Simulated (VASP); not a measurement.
# Ag (Fd-3m) in VASP: notebook

The runs below take Ag through single point, with BLYP.

Everything below comes from runs of VASP 6.6.1. Logs are shortened: lines on timing, memory, paths and dates and some standing lists are left out, and cuts for length are marked.

## Step 1: The cell of the first run

It takes space group Fd-3m (No. 227, cubic). Conventional cell: a = 6.110 Å, b = 6.110 Å, c = 6.110 Å, α = 90.00°, β = 90.00°, γ = 90.00°. Ag (site symmetry -43m) has 4 Ag at 2.65 Å within 3.5 Å.

## Step 2: Single point, BLYP (volume scaled by 0.88)

File INCAR:

```
PREC = Accurate
ENCUT = 520
EDIFF = 1E-6
ISMEAR = -1
SIGMA = 0.1
LREAL = F
LASPH = T
NELM = 100
ALGO = Normal
ISIF = 2
LWAVE = F
LCHARG = F
GGA = B5
ALDAX = 1.0
AGGAX = 1.0
AGGAC = 1.0
ALDAC = 0.0
NBANDS = 18
```

File KPOINTS:

```
regular mesh
0
Gamma
  10 10 10
```

File POSCAR:

```
Ag
1.0
    0.0000000000      3.0549162251      3.0549162251
    3.0549162251      0.0000000000      3.0549162251
    3.0549162251      3.0549162251      0.0000000000
Ag
2
Direct
    0.1250000000      0.1250000000      0.1250000000
    0.8750000000      0.8750000000      0.8750000000
```

Potentials or basis: VASP PAW PBE potentials, release 64 (Ag).

Command:

```sh
> cat potpaw_PBE.64/Ag/POTCAR > POTCAR
> mpirun -np 1 vasp_std > vasp.out
```

OUTCAR:

```text
PREC = Accurate
   ENCUT = 520
   EDIFF = 1E-6
   ISMEAR = -1
   LREAL = F
   LASPH = T
   NELM = 100
   ISIF = 2
   GGA = B5

 ion  position               nearest neighbor table
   1  0.125  0.125  0.125-   2 2.65   2 2.65   2 2.65   2 2.65
   2  0.875  0.875  0.875-   1 2.65   1 2.65   1 2.65   1 2.65

  LATTYP: Found a face centered cubic cell.
 ALAT       =     6.1098324502

  Lattice vectors:

 A1 = (   0.0000000000,   3.0549162251,   3.0549162251)
 A2 = (   3.0549162251,   0.0000000000,   3.0549162251)
 A3 = (   3.0549162251,   3.0549162251,   0.0000000000)

Analysis of symmetry for initial positions (statically):
=====================================================================
 Subroutine PRICEL returns:
 Original cell was already a primitive cell.

 Routine SETGRP: Setting up the symmetry group for a
 face centered cubic supercell.

 Subroutine GETGRP returns: Found 48 space group operations
 (whereof 12 operations were pure point group operations)
 out of a pool of 48 trial point group operations.

The static configuration has the point symmetry D_3d.
 The point group associated with its full space group is O_h .

Analysis of symmetry for dynamics (positions and initial velocities):
=====================================================================
 Subroutine PRICEL returns:
 Original cell was already a primitive cell.

 Routine SETGRP: Setting up the symmetry group for a
 face centered cubic supercell.

 Subroutine GETGRP returns: Found 48 space group operations
 (whereof 12 operations were pure point group operations)
 out of a pool of 48 trial point group operations.

The dynamic configuration has the point symmetry D_3d.
 The point group associated with its full space group is O_h .

 Subroutine INISYM returns: Found 48 space group operations
 (whereof 12 operations are pure point group operations),
 and found     1 'primitive' translations

----------------------------------------------------------------------------------------

                                     Primitive cell

  volume of cell :      57.0201

  direct lattice vectors                    reciprocal lattice vectors
     0.000000000  3.054916225  3.054916225    -0.163670609  0.163670609  0.163670609
     3.054916225  0.000000000  3.054916225     0.163670609 -0.163670609  0.163670609
     3.054916225  3.054916225  0.000000000     0.163670609  0.163670609 -0.163670609

  length of vectors
     4.320303957  4.320303957  4.320303957     0.283485811  0.283485811  0.283485811

  position of ions in fractional coordinates (direct lattice)
     0.125000000  0.125000000  0.125000000
     0.875000000  0.875000000  0.875000000

  ion indices of the primitive-cell ions
   primitive index   ion index
                 1           1
                 2           2

----------------------------------------------------------------------------------------

 KPOINTS: regular mesh

Automatic generation of k-mesh.
 Grid dimensions read from file:
 generate k-points for:   10   10   10

 Generating k-lattice:

  Cartesian coordinates                     Fractional coordinates (reciprocal lattice)
    -0.016367061  0.016367061  0.016367061     0.100000000  0.000000000  0.000000000
     0.016367061 -0.016367061  0.016367061     0.000000000  0.100000000  0.000000000
     0.016367061  0.016367061 -0.016367061     0.000000000  0.000000000  0.100000000

  Length of vectors
     0.028348581  0.028348581  0.028348581

  Shift w.r.t. Gamma in fractional coordinates (k-lattice)
     0.000000000  0.000000000  0.000000000

 Subroutine IBZKPT returns following result:
 ===========================================

 Found     47 irreducible k-points:

 Following reciprocal coordinates:
            Coordinates               Weight
  0.000000  0.000000  0.000000      1.000000
  0.100000  0.000000  0.000000      8.000000
  0.200000  0.000000  0.000000      8.000000
  0.300000  0.000000  0.000000      8.000000
  0.400000  0.000000  0.000000      8.000000
  0.500000  0.000000  0.000000      4.000000
[... 16 lines left out ...]
  0.300000  0.300000  0.000000      6.000000
  0.400000  0.300000  0.000000     24.000000
 [... further k-points ...]
   k-points           NKPTS =     47   k-points in BZ     NKDIM =     47   number of bands    NBANDS=     18
   number of dos      NEDOS =    301   number of ions     NIONS =      2
   total plane-waves  NPLWV =  32768
   dimension x,y,z NGX =    32 NGY =   32 NGZ =   32
   dimension x,y,z NGXF=    64 NGYF=   64 NGZF=   64
   ions per type =               2
   NGX,Y,Z   is equivalent  to a cutoff of  12.31, 12.31, 12.31 a.u.
   NGXF,Y,Z  is equivalent  to a cutoff of  24.63, 24.63, 24.63 a.u.
 SYSTEM =  unknown system
   PREC   = accura    normal or accurate (medium, high low for compatibility)
   ISTART =      0    job   : 0-new  1-cont  2-samecut
   ICHARG =      2    charge: 1-file 2-atom 10-const
   ISPIN  =      1    spin polarized calculation?
   LNONCOLLINEAR =      F non collinear calculations
   LSORBIT =      F    spin-orbit coupling
   LASPH  =      T    aspherical Exc in radial PAW
   ENCUT  =  520.0 eV  38.22 Ry    6.18 a.u.   8.03  8.03  8.03*2*pi/ulx,y,z
   NELM   =    100;   NELMIN=  2; NELMDL= -5     # of ELM steps
   EDIFF  = 0.1E-05   stopping-criterion for ELM
   LREAL  =      F    real-space projection
   EDIFFG = 0.1E-04   stopping-criterion for IOM
   NSW    =      0    number of steps for IOM
   IBRION =     -1    ionic relax: 0-MD 1-quasi-New 2-CG
   NFREE  =      0    steps in history (QN), initial steepest desc. (CG)
   ISIF   =      2    stress and relaxation
   ISYM   =      2    0-nonsym 1-usesym 2-fastsym
   POTIM  = 0.5000    time-step for ionic-motion
   TEBEG  =    0.0;   TEEND  =   0.0 temperature during run
   PSTRESS=    0.0 pullay stress
   NELECT =      22.0000    total number of electrons
   NUPDOWN=      -1.0000    fix difference up-down
   EMIN   =  10.00;   EMAX   =-10.00  energy-range for DOS
   EFERMI =   0.00;   METHOD = LEGACY
   ISMEAR =    -1;   SIGMA  =   0.10  broadening in eV -4-tet -1-fermi 0-gaus
   EFERMI_NEDOS =   21; number of points for ismear=-14 and -15
   IALGO  =     38    algorithm
   IMIX   =      4    mixing-type and parameters
     AMIX     =   0.40;   BMIX     =  1.00
     AMIX_MAG =   1.60;   BMIX_MAG =  1.00
  volume/ion in A,a.u.               =      28.51       192.40
  Fermi-wavevector in a.u.,A,eV,Ry     =   1.191808  2.252191 19.325812  1.420407
  Thomas-Fermi vector in A             =   2.327861
   LORBIT       =      0    0 simple, 1 ext, 2 COOP (PROOUT), +10 PAW based schemes
   GGA     = B5    functional components
   LHFCALC =     F    Hartree Fock is set to
   AEXX    =    0.0000 exact exchange contribution
   IVDW    =     0    specifies the selected vdW correction
   LEPSILON=     F    determine dielectric tensor
   LRPA    =     F    only Hartree local field effects (RPA)
 non-spin polarized calculation
  energy-cutoff  :      520.00
  volume of cell :       57.02
 maximum number of plane-waves:      1572
   NGX = 17   NGY = 17   NGZ = 17

 number of electron      22.0000006 magnetization

 Free energy of the ion-electron system (eV)
  ---------------------------------------------------
  ext. energy  EPLUGINS =         0.00000000
  ---------------------------------------------------
  free energy    TOTEN  =        -3.17303874 eV

  energy without entropy =       -3.15550187  energy(sigma->0) =       -3.16427031

 E-fermi :   3.4192     XC(G=0):  -8.5876

 val. band max:        3.3112138129   @ k =   0.5000   0.1000   0.0000
 cond. band min:       3.5618805371   @ k =   0.5000   0.5000   0.0000
 fundamental gap:      0.2506667242
 Fermi energy:         3.4191698674

 k-point     1 :       0.0000    0.0000    0.0000
  band No.  band energies     occupation
      1      -1.4163      2.00000
      2      -1.2242      2.00000
      3      -1.2242      2.00000
      4      -1.2048      2.00000
      5      -1.2048      2.00000
      6      -1.2048      2.00000
[... 10 lines left out ...]
     17      12.8953      0.00000
     18      13.5225      0.00000

 k-point     2 :       0.1000    0.0000    0.0000
  band No.  band energies     occupation
      1      -1.3117      2.00000
      2      -1.3117      2.00000
      3      -1.3108      2.00000
      4      -1.1979      2.00000
      5      -1.0934      2.00000
      6      -1.0934      2.00000
[... 10 lines left out ...]
     17      13.5488      0.00000
     18      14.2728      0.00000

 k-point     3 :       0.2000    0.0000    0.0000
  band No.  band energies     occupation
      1      -1.3616      2.00000
      2      -1.3616      2.00000
      3      -1.2262      2.00000
      4      -0.9986      2.00000
      5      -0.9921      2.00000
      6      -0.9921      2.00000
[... 10 lines left out ...]
     17      14.0919      0.00000
     18      14.5290      0.00000

 k-point     4 :       0.3000    0.0000    0.0000
  band No.  band energies     occupation
      1      -1.3601      2.00000
      2      -1.3601      2.00000
      3      -1.2192      2.00000
      4      -0.9574      2.00000
      5      -0.9574      2.00000
      6      -0.7664      2.00000
[... 375 lines left out ...]
      4      -1.0216      2.00000
      5      -0.7269      2.00000
      6      -0.6973      2.00000
[... 10 lines left out ...]
     17      14.4320      0.00000
     18      14.8970      0.00000

 k-point    23 :       0.3000    0.3000    0.0000
  band No.  band energies     occupation
      1      -1.5383      2.00000
      2      -1.2585      2.00000
      3      -1.2585      2.00000
      4      -0.8214      2.00000
      5      -0.7953      2.00000
      6      -0.5446      2.00000
[... 10 lines left out ...]
     17      17.7332      0.00000
     18      17.7332      0.00000

 k-point    24 :       0.4000    0.3000    0.0000
  band No.  band energies     occupation
      1      -1.5299      2.00000
      2      -1.2772      2.00000
      3      -1.2770      2.00000
      4      -0.8843      2.00000
      5      -0.7056      2.00000
      6      -0.4539      2.00000
[... 10 lines left out ...]
     17      17.6391      0.00000
     18      17.7290      0.00000

 [... further k-points ...]
[... 5 lines left out ...]
  --------------------------------------------------------------------------------------
  -------------------------------------------------------------------------------------
  Total        1.5866665      1.5866665      1.5866665      0.0000000     -0.0000000      0.0000000
  in kB       44.5829019     44.5829019     44.5829019      0.0000000     -0.0000000      0.0000000
  external PRESSURE =      44.5829019 kB  Pullay stress =       0.0000000 kB

 VOLUME and BASIS-vectors are now :
 -----------------------------------------------------------------------------
  energy-cutoff  :      520.00
  volume of cell :       57.02
      direct lattice vectors                 reciprocal lattice vectors
     0.000000000  3.054916225  3.054916225    -0.163670609  0.163670609  0.163670609
     3.054916225  0.000000000  3.054916225     0.163670609 -0.163670609  0.163670609
     3.054916225  3.054916225  0.000000000     0.163670609  0.163670609 -0.163670609

 POSITION                                       TOTAL-FORCE (eV/Angst)
 -----------------------------------------------------------------------------------
      0.76373      0.76373      0.76373        -0.000000     -0.000000      0.000000
      5.34610      5.34610      5.34610         0.000000      0.000000     -0.000000
 -----------------------------------------------------------------------------------
    total drift:                                0.000000      0.000000     -0.000000

  FREE ENERGIE OF THE ION-ELECTRON SYSTEM (eV)
  ---------------------------------------------------
  free  energy   TOTEN  =        -3.1730387441 eV

  energy  without entropy=       -3.1555018716  energy(sigma->0) =       -3.16427031
```

Run time: 46 s. Hardware: 1 thread of AMD EPYC 7R43 (Zen 3), shared host; peak memory 0.16 GiB.

Results:

- Free energy: -3.1730 eV
- Pressure: 4.5 GPa
- Band gap on the k mesh: zero (band 11 reaches 3.83 eV, above the bottom of band 12 at 2.86 eV)

Caveat: the PAW data sets were made with another functional, which shifts forces and pressure a little.

## Step 3: Single point, BLYP (volume scaled by 0.92)

File INCAR:

```
SYSTEM = Ag
PREC     = Accurate       ! precision mode
ENCUT    = 520            ! plane-wave cutoff, eV
EDIFF    = 1E-6           ! SCF threshold, eV
ISMEAR   = -1             ! smearing method
SIGMA    = 0.1            ! smearing width, eV
LREAL    = .False.        ! projectors in reciprocal space
LASPH    = .True.         ! aspherical terms in the spheres
NELM     = 80             ! most SCF steps
ALGO     = Normal         ! electronic algorithm
ISIF     = 2              ! what is computed and relaxed
LWAVE    = .False.        ! write WAVECAR
LCHARG   = .True.         ! write CHGCAR
GGA      = B5             ! functional
ALDAX    = 1.0          
AGGAX    = 1.0          
AGGAC    = 1.0          
ALDAC    = 0.0          
LELF     = .True.         ! ELF
LVHAR    = .True.       
NBANDS   = 18             ! bands
```

File KPOINTS:

```
Automatic mesh
0
Gamma
  10 10 10
  0 0 0
```

File POSCAR:

```
Ag
1.0
    0.0000000000      3.1005187128      3.1005187128
    3.1005187128      0.0000000000      3.1005187128
    3.1005187128      3.1005187128      0.0000000000
Ag
2
Direct
    0.1250000000      0.1250000000      0.1250000000
    0.8750000000      0.8750000000      0.8750000000
```

Potentials or basis: VASP PAW PBE potentials, release 64 (Ag).

Command:

```sh
> cat potpaw_PBE.64/Ag/POTCAR > POTCAR
> mpirun -np 1 vasp_std > vasp.out
```

It took 64 s on 1 thread of AMD EPYC 7R43 (Zen 3), shared host; peak memory 0.17 GiB.

It converged, with:

* Free energy: -3.2304 eV
* Pressure: 2.6 GPa
* Band gap on the k mesh: zero (band 11 reaches 3.43 eV, above the bottom of band 12 at 2.60 eV)

Levels at points of the mesh, in eV from the Fermi level:
```
           k point  band 7  band 8  band 9  band 10  band 11  band 12  band 13  band 14  band 15  band 16
(0.00, 0.00, 0.00)   -3.25   -3.25   -3.25    -2.68    -2.68     8.50     8.50     8.50     9.21     9.21
(0.50, 0.00, 0.00)   -3.13   -3.13   -2.73    -2.73    -0.95    -0.47     6.12     6.12     9.05     9.61
(0.50, 0.50, 0.00)   -3.49   -3.49   -2.62    -2.62     0.11     0.11     3.51     3.51     7.21     7.21
```

Caveat: the PAW data sets were made with another functional, which shifts forces and pressure a little.

## Step 4: Single point, BLYP (volume scaled by 0.96)

File INCAR:

```
PREC = Accurate
ENCUT = 520
EDIFF = 1E-7
ISMEAR = -1
SIGMA = 0.1
LREAL = F
LASPH = T
NELM = 60
ALGO = Normal
ISIF = 2
LWAVE = F
LCHARG = F
GGA = B5
ALDAX = 1.0
AGGAX = 1.0
AGGAC = 1.0
ALDAC = 0.0
NBANDS = 18
```

File KPOINTS:

```
Automatic mesh
0
Gamma
  10 10 10
```

File POSCAR:

```
Ag
1.0
    0.0000000000      3.1448178224      3.1448178224
    3.1448178224      0.0000000000      3.1448178224
    3.1448178224      3.1448178224      0.0000000000
Ag
2
Direct
    0.1250000000      0.1250000000      0.1250000000
    0.8750000000      0.8750000000      0.8750000000
```

Command:

```sh
> cat potpaw_PBE.64/Ag/POTCAR > POTCAR
> mpirun -np 1 vasp_std > vasp.out
```

Wall time 63 s (1 thread of AMD EPYC 7R43 (Zen 3), shared host); peak memory 0.18 GiB.

The run converged. Its results:

```
Free energy            : -3.2613 eV
Pressure               : 1.2 GPa
Band gap on the k mesh : zero (band 11 reaches 3.07 eV, above the bottom of band 12 at 2.37 eV)
```

Levels at points of the mesh, in eV from the Fermi level:
```csv
k point,band 7,band 8,band 9,band 10,band 11,band 12,band 13,band 14,band 15,band 16
"(0.00, 0.00, 0.00)",-3.21,-3.21,-3.21,-2.70,-2.70,8.22,8.22,8.22,8.96,8.96
"(0.50, 0.00, 0.00)",-3.11,-3.11,-2.74,-2.74,-0.99,-0.39,5.94,5.94,8.67,9.49
"(0.50, 0.50, 0.00)",-3.44,-3.44,-2.64,-2.64,0.07,0.07,3.47,3.47,7.03,7.03
```

Caveat: the PAW data sets were made with another functional, which shifts forces and pressure a little.

## Step 5: Overview

| cell | gap on the mesh (eV) | pressure (GPa) |
| --- | --- | --- |
| a = 4.320 Å, angles 60.0°, 2 atoms | none | 4.5 |
| a = 4.385 Å, angles 60.0°, 2 atoms | none | 2.6 |
| a = 4.447 Å, angles 60.0°, 2 atoms | none | 1.2 |

Alike in all rows: task single point; level BLYP; potentials or basis VASP PAW PBE potentials, release 64 (Ag); no spin polarisation; k mesh 10 × 10 × 10; cutoff (eV) 520; smearing fermi-dirac 0.1 eV.

Caveats: the PAW data sets were made with another functional, which shifts forces and pressure a little.

Total energies depend on the potentials used, so only differences within one code and one set of settings carry meaning.
